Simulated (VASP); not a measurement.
# GaN (Cmcm) in VASP: further runs

Runs on GaN. Level: PBE. Tasks: single point.

All numbers are computed with VASP 6.6.1; they aren't measurements. Logs are shortened: lines on timing, memory, paths and dates and some standing lists are left out, and cuts for length are marked.

## Step 1: The cell of the first run

It takes space group Cmcm (No. 63, orthorhombic). Conventional cell: a = 2.908 Å, b = 11.997 Å, c = 2.915 Å, α = 90.00°, β = 90.00°, γ = 90.00°. Within 2.7 Å of Ga (site symmetry m2m) lie 5 N at 2.06 to 2.16 Å. N (site symmetry m2m) has 5 Ga at 2.06 to 2.16 Å within 2.7 Å.

## Step 2: Single point, PBE

File INCAR:

```
SYSTEM = GaN
PREC = Accurate
ENCUT = 520
EDIFF = 1E-7
ISMEAR = 0
SIGMA = 0.1
LREAL = .FALSE.
LASPH = .TRUE.
NELM = 80
ALGO = Normal
ISIF = 2
LWAVE = .FALSE.
LCHARG = .FALSE.
GGA = PE
NBANDS = 26
```

File KPOINTS:

```
Automatic mesh
0
G
  6 6 6
  0 0 0
```

File POSCAR:

```
GaN
1.0
    1.4541866359     -5.9982517810      0.0000000000
    1.4541866359      5.9982517810      0.0000000000
    0.0000000000      0.0000000000      2.9150759117
Ga N
2 2
Direct
    0.6631112737      0.3368887263      0.7500000000
    0.3368887263      0.6631112737      0.2500000000
    0.8430437246      0.1569562754      0.7500000000
    0.1569562754      0.8430437246      0.2500000000
```

Potentials or basis: VASP PAW PBE potentials, release 64 (Ga_d, N).

Started as:

```console
$ cat potpaw_PBE.64/Ga_d/POTCAR potpaw_PBE.64/N/POTCAR > POTCAR
$ mpirun -np 1 vasp_std > vasp.out
```

OUTCAR:

```text
SYSTEM = GaN
   PREC = Accurate
   ENCUT = 520
   EDIFF = 1E-7
   ISMEAR = 0
   LREAL = .FALSE.
   LASPH = .TRUE.
   NELM = 80
   ISIF = 2
   GGA = PE

 ion  position               nearest neighbor table
   1  0.663  0.337  0.750-   4 2.06   4 2.06   4 2.06   4 2.06   3 2.16
   2  0.337  0.663  0.250-   3 2.06   3 2.06   3 2.06   3 2.06   4 2.16
   3  0.843  0.157  0.750-   2 2.06   2 2.06   2 2.06   2 2.06   1 2.16
   4  0.157  0.843  0.250-   1 2.06   1 2.06   1 2.06   1 2.06   2 2.16

  LATTYP: Found a base centered orthorhombic cell.
 ALAT       =     2.9083732718
 B/A-ratio  =     4.1248156412
 C/A-ratio  =     1.0023046010

  Lattice vectors:

 A1 = (   1.4541866359,  -5.9982517810,   0.0000000000)
 A2 = (   1.4541866359,   5.9982517810,   0.0000000000)
 A3 = (   0.0000000000,   0.0000000000,   2.9150759117)

Analysis of symmetry for initial positions (statically):
=====================================================================
 Subroutine PRICEL returns:
 Original cell was already a primitive cell.

 Routine SETGRP: Setting up the symmetry group for a
 base centered orthorhombic supercell.

 Subroutine GETGRP returns: Found  8 space group operations
 (whereof  4 operations were pure point group operations)
 out of a pool of  8 trial point group operations.

The static configuration has the point symmetry C_2h.
 The point group associated with its full space group is D_2h.

Analysis of symmetry for dynamics (positions and initial velocities):
=====================================================================
 Subroutine PRICEL returns:
 Original cell was already a primitive cell.

 Routine SETGRP: Setting up the symmetry group for a
 base centered orthorhombic supercell.

 Subroutine GETGRP returns: Found  8 space group operations
 (whereof  4 operations were pure point group operations)
 out of a pool of  8 trial point group operations.

The dynamic configuration has the point symmetry C_2h.
 The point group associated with its full space group is D_2h.

 Subroutine INISYM returns: Found  8 space group operations
 (whereof  4 operations are pure point group operations),
 and found     1 'primitive' translations

----------------------------------------------------------------------------------------

                                     Primitive cell

  volume of cell :      50.8540

  direct lattice vectors                    reciprocal lattice vectors
     1.454186636 -5.998251781  0.000000000     0.343834820 -0.083357621  0.000000000
     1.454186636  5.998251781  0.000000000     0.343834820  0.083357621  0.000000000
     0.000000000  0.000000000  2.915075912     0.000000000  0.000000000  0.343044240

  length of vectors
     6.172008036  6.172008036  2.915075912     0.353794964  0.353794964  0.343044240

  position of ions in fractional coordinates (direct lattice)
     0.663111274  0.336888726  0.750000000
     0.336888726  0.663111274  0.250000000
     0.843043725  0.156956275  0.750000000
     0.156956275  0.843043725  0.250000000

  ion indices of the primitive-cell ions
   primitive index   ion index
                 1           1
                 2           2
                 3           3
                 4           4

----------------------------------------------------------------------------------------

 KPOINTS: Automatic mesh

Automatic generation of k-mesh.
 Grid dimensions read from file:
 generate k-points for:    6    6    6

 Generating k-lattice:

  Cartesian coordinates                     Fractional coordinates (reciprocal lattice)
     0.057305803 -0.013892937  0.000000000     0.166666667 -0.000000000  0.000000000
     0.057305803  0.013892937  0.000000000    -0.000000000  0.166666667  0.000000000
     0.000000000  0.000000000  0.057174040     0.000000000  0.000000000  0.166666667

  Length of vectors
     0.058965827  0.058965827  0.057174040

  Shift w.r.t. Gamma in fractional coordinates (k-lattice)
     0.000000000  0.000000000  0.000000000

 Subroutine IBZKPT returns following result:
 ===========================================

 Found     52 irreducible k-points:

 Following reciprocal coordinates:
            Coordinates               Weight
  0.000000  0.000000  0.000000      1.000000
  0.166667  0.000000  0.000000      4.000000
  0.333333  0.000000  0.000000      4.000000
  0.500000  0.000000  0.000000      2.000000
  0.166667  0.166667  0.000000      2.000000
  0.333333  0.166667  0.000000      4.000000
[... 16 lines left out ...]
  0.333333  0.333333  0.166667      4.000000
  0.500000  0.333333  0.166667      8.000000
 [... further k-points ...]
   k-points           NKPTS =     52   k-points in BZ     NKDIM =     52   number of bands    NBANDS=     26
   number of dos      NEDOS =    301   number of ions     NIONS =      4
   total plane-waves  NPLWV =  55296
   dimension x,y,z NGX =    48 NGY =   48 NGZ =   24
   dimension x,y,z NGXF=    96 NGYF=   96 NGZF=   48
   ions per type =               2   2
   NGX,Y,Z   is equivalent  to a cutoff of  12.93, 12.93, 13.69 a.u.
   NGXF,Y,Z  is equivalent  to a cutoff of  25.86, 25.86, 27.37 a.u.
 SYSTEM =  GaN
   PREC   = accura    normal or accurate (medium, high low for compatibility)
   ISTART =      0    job   : 0-new  1-cont  2-samecut
   ICHARG =      2    charge: 1-file 2-atom 10-const
   ISPIN  =      1    spin polarized calculation?
   LNONCOLLINEAR =      F non collinear calculations
   LSORBIT =      F    spin-orbit coupling
   LASPH  =      T    aspherical Exc in radial PAW
   ENCUT  =  520.0 eV  38.22 Ry    6.18 a.u.  11.48 11.48  5.42*2*pi/ulx,y,z
   NELM   =     80;   NELMIN=  2; NELMDL= -5     # of ELM steps
   EDIFF  = 0.1E-06   stopping-criterion for ELM
   LREAL  =      F    real-space projection
   EDIFFG = 0.1E-05   stopping-criterion for IOM
   NSW    =      0    number of steps for IOM
   IBRION =     -1    ionic relax: 0-MD 1-quasi-New 2-CG
   NFREE  =      0    steps in history (QN), initial steepest desc. (CG)
   ISIF   =      2    stress and relaxation
   ISYM   =      2    0-nonsym 1-usesym 2-fastsym
   POTIM  = 0.5000    time-step for ionic-motion
   TEBEG  =    0.0;   TEEND  =   0.0 temperature during run
   PSTRESS=    0.0 pullay stress
   NELECT =      36.0000    total number of electrons
   NUPDOWN=      -1.0000    fix difference up-down
   EMIN   =  10.00;   EMAX   =-10.00  energy-range for DOS
   EFERMI =   0.00;   METHOD = LEGACY
   ISMEAR =     0;   SIGMA  =   0.10  broadening in eV -4-tet -1-fermi 0-gaus
   EFERMI_NEDOS =   21; number of points for ismear=-14 and -15
   IALGO  =     38    algorithm
   IMIX   =      4    mixing-type and parameters
     AMIX     =   0.40;   BMIX     =  1.00
     AMIX_MAG =   1.60;   BMIX_MAG =  1.00
  volume/ion in A,a.u.               =      12.71        85.79
  Fermi-wavevector in a.u.,A,eV,Ry     =   1.459041  2.757187 28.964082  2.128800
  Thomas-Fermi vector in A             =   2.575655
   LORBIT       =      0    0 simple, 1 ext, 2 COOP (PROOUT), +10 PAW based schemes
   GGA     = PE    functional components
   LHFCALC =     F    Hartree Fock is set to
   AEXX    =    0.0000 exact exchange contribution
   IVDW    =     0    specifies the selected vdW correction
   LEPSILON=     F    determine dielectric tensor
   LRPA    =     F    only Hartree local field effects (RPA)
 non-spin polarized calculation
 Gauss-broadening in eV      SIGMA  =   0.10
  energy-cutoff  :      520.00
  volume of cell :       50.85
 maximum number of plane-waves:      1393
 NGX is ok and might be reduce to    48
   NGX = 23   NGY = 23   NGZ = 11

 number of electron      36.0000002 magnetization

 Free energy of the ion-electron system (eV)
  ---------------------------------------------------
  ext. energy  EPLUGINS =         0.00000000
  ---------------------------------------------------
  free energy    TOTEN  =       -21.64518125 eV

  energy without entropy =      -21.64518123  energy(sigma->0) =      -21.64518124

 E-fermi :   5.1987     XC(G=0): -10.8857

 val. band max:        4.8363302295   @ k =   0.0000   0.0000   0.5000
 cond. band min:       5.5233770969   @ k =   0.0000   0.0000   0.0000
 fundamental gap:      0.6870468675
 Fermi energy:         5.1986551159

 k-point     1 :       0.0000    0.0000    0.0000
  band No.  band energies     occupation
      1     -11.9829      2.00000
      2     -11.1925      2.00000
      3      -9.5545      2.00000
      4      -9.4498      2.00000
      5      -9.4028      2.00000
      6      -9.3993      2.00000
[... 18 lines left out ...]
     25      17.0900      0.00000
     26      18.9998      0.00000

 k-point     2 :       0.1667    0.0000    0.0000
  band No.  band energies     occupation
      1     -11.5966      2.00000
      2     -10.9606      2.00000
      3      -9.5248      2.00000
      4      -9.4270      2.00000
      5      -9.4200      2.00000
      6      -9.4104      2.00000
[... 18 lines left out ...]
     25      16.6007      0.00000
     26      18.1131      0.00000

 k-point     3 :       0.3333    0.0000    0.0000
  band No.  band energies     occupation
      1     -10.5494      2.00000
      2     -10.4030      2.00000
      3      -9.5396      2.00000
      4      -9.5372      2.00000
      5      -9.4660      2.00000
      6      -9.4618      2.00000
[... 18 lines left out ...]
     25      15.4741      0.00000
     26      16.1461      0.00000

 k-point     4 :       0.5000    0.0000    0.0000
  band No.  band energies     occupation
      1      -9.8944      2.00000
      2      -9.8897      2.00000
      3      -9.5891      2.00000
      4      -9.5882      2.00000
      5      -9.5232      2.00000
      6      -9.5231      2.00000
[... 18 lines left out ...]
     25      14.9054      0.00000
     26      15.0559      0.00000
[... 496 lines left out ...]
      1     -11.5916      2.00000
      2     -10.9647      2.00000
      3      -9.5256      2.00000
      4      -9.4313      2.00000
      5      -9.4233      2.00000
      6      -9.4056      2.00000
[... 18 lines left out ...]
     25      16.5250      0.00000
     26      18.1765      0.00000

 k-point    23 :       0.3333    0.3333    0.1667
  band No.  band energies     occupation
      1     -10.5799      2.00000
      2     -10.4841      2.00000
      3      -9.5277      2.00000
      4      -9.5238      2.00000
      5      -9.4993      2.00000
      6      -9.4935      2.00000
[... 18 lines left out ...]
     25      14.7592      0.00000
     26      16.3418      0.00000

 k-point    24 :       0.5000    0.3333    0.1667
  band No.  band energies     occupation
      1     -11.2493      2.00000
      2     -10.8078      2.00000
      3      -9.4955      2.00000
      4      -9.4814      2.00000
      5      -9.4250      2.00000
      6      -9.4086      2.00000
[... 18 lines left out ...]
     25      16.2486      0.00000
     26      16.5492      0.00000

 [... further k-points ...]

------------------------ aborting loop because EDIFF is reached ----------------------------------------

  FORCE on cell =-STRESS in cart. coord.  units (eV):
  Direction    XX          YY          ZZ          XY          YZ          ZX
  --------------------------------------------------------------------------------------
  -------------------------------------------------------------------------------------
  Total        0.1844705      0.1861486      0.1905844      0.0000000      0.0000000      0.0000000
  in kB        5.8118275      5.8646993      6.0044499      0.0000000      0.0000000      0.0000000
  external PRESSURE =       5.8936589 kB  Pullay stress =       0.0000000 kB

 VOLUME and BASIS-vectors are now :
 -----------------------------------------------------------------------------
  energy-cutoff  :      520.00
  volume of cell :       50.85
      direct lattice vectors                 reciprocal lattice vectors
     1.454186636 -5.998251781  0.000000000     0.343834820 -0.083357621  0.000000000
     1.454186636  5.998251781  0.000000000     0.343834820  0.083357621  0.000000000
     0.000000000  0.000000000  2.915075912     0.000000000  0.000000000  0.343044240

 POSITION                                       TOTAL-FORCE (eV/Angst)
 -----------------------------------------------------------------------------------
      1.45419     -1.95676      2.18631         0.000000      0.041229      0.000000
      1.45419      1.95676      0.72877         0.000000     -0.041229     -0.000000
      1.45419     -4.11533      2.18631         0.000000     -0.021886     -0.000000
      1.45419      4.11533      0.72877         0.000000      0.021886     -0.000000
 -----------------------------------------------------------------------------------
    total drift:                                0.000000     -0.000000      0.000000

  FREE ENERGIE OF THE ION-ELECTRON SYSTEM (eV)
  ---------------------------------------------------
  free  energy   TOTEN  =       -21.6451812486 eV

  energy  without entropy=      -21.6451812341  energy(sigma->0) =      -21.64518124
```

Run time: 48 s. Hardware: 1 thread of Intel Xeon 6975P-C (Granite Rapids), shared host; peak memory 0.24 GiB.

What came out:

```yaml
Free_energy: -21.6452 eV
Pressure: 0.6 GPa
Largest_force: 0.041 eV/Å
Band_gap_on_the_k_mesh: 0.69 eV, indirect (least direct gap 1.86 eV)
```

Forces on the atoms (eV/Å):
```
Ga   0.000  0.041  0.000
Ga   0.000 -0.041  0.000
N    0.000 -0.022  0.000
N    0.000  0.022  0.000
```

A k mesh can miss the band edges. As with any semilocal functional, this PBE gap is likely too small.

## Step 3: Single point, PBE

This run uses another cell than the first one, of 14.31 Å³/atom, 1.126 times its volume.

File INCAR:

```
SYSTEM = GaN
ALGO     = Normal         ! electronic algorithm
EDIFF    = 1E-6           ! SCF threshold, eV
ENCUT    = 520            ! plane-wave cutoff, eV
GGA      = PE             ! functional
ISIF     = 2              ! what is computed and relaxed
ISMEAR   = 0              ! smearing method
LASPH    = .TRUE.         ! aspherical terms in the spheres
LCHARG   = .TRUE.         ! write CHGCAR
LELF     = .TRUE.         ! ELF
LREAL    = .FALSE.        ! projectors in reciprocal space
LVHAR    = .TRUE.       
LWAVE    = .FALSE.        ! write WAVECAR
NBANDS   = 26             ! bands
NELM     = 60             ! most SCF steps
PREC     = Accurate       ! precision mode
SIGMA    = 0.1            ! smearing width, eV
```

File KPOINTS:

```
k-points
0
G
  6 6 6
  0 0 0
```

File POSCAR:

```
GaN
1.0
    1.6949948600     -4.8248743200      0.0000000000
    1.6949948600      4.8248743200      0.0000000000
    0.0000000000      0.0000000000      3.5006937100
Ga N
2 2
Direct
    0.6317607200      0.3682392800      0.7500000000
    0.3682392800      0.6317607200      0.2500000000
    0.8612899700      0.1387100300      0.7500000000
    0.1387100300      0.8612899700      0.2500000000
```

Potentials or basis: VASP PAW PBE potentials, release 64 (Ga_d, N).

Started as:

```console
$ cat potpaw_PBE.64/Ga_d/POTCAR potpaw_PBE.64/N/POTCAR > POTCAR
$ mpirun -np 1 vasp_std > vasp.out
```

Wall time 37 s (1 thread of Intel Xeon 6975P-C (Granite Rapids), shared host); peak memory 0.23 GiB.

Results (log left out):

- Free energy: -18.9283 eV
- Pressure: -25.7 GPa
- Largest force: 1.705 eV/Å
- Band gap on the k mesh: zero (band 18 reaches 3.69 eV, above the bottom of band 19 at 3.18 eV)

Forces on the atoms (eV/Å):
```
Ga   0.000 -1.705  0.000
Ga   0.000  1.705  0.000
N    0.000  0.794  0.000
N    0.000 -0.794  0.000
```

Stress tensor (GPa, compression positive):
```
-31.01   0.00   0.00
  0.00 -16.26   0.00
  0.00   0.00 -29.75
```

Levels at points of the mesh, in eV from the Fermi level:
```tsv
k point	band 15	band 16	band 17	band 18	band 19	band 20	band 21	band 22
(0.00, 0.00, 0.00)	-2.24	-2.19	-1.36	-0.75	-0.37	1.24	6.73	7.93
(0.50, 0.00, 0.00)	-1.40	-0.99	-0.57	-0.22	1.90	3.73	4.16	4.63
(0.50, 0.50, 0.00)	-1.85	-1.65	-1.00	-0.22	1.15	1.40	4.92	7.66
(0.00, 0.00, 0.50)	-2.20	-2.20	-0.26	-0.26	2.74	2.74	4.84	4.84
(0.50, 0.00, 0.50)	-2.88	-2.88	-2.66	-2.66	0.40	0.40	6.44	6.44
(0.50, 0.50, 0.50)	-0.36	-0.36	-0.13	-0.13	1.77	1.77	5.11	5.11
```

Caveat: forces of over 1 eV/Å act on the atoms, so gaps and moduli don't describe the material at rest.
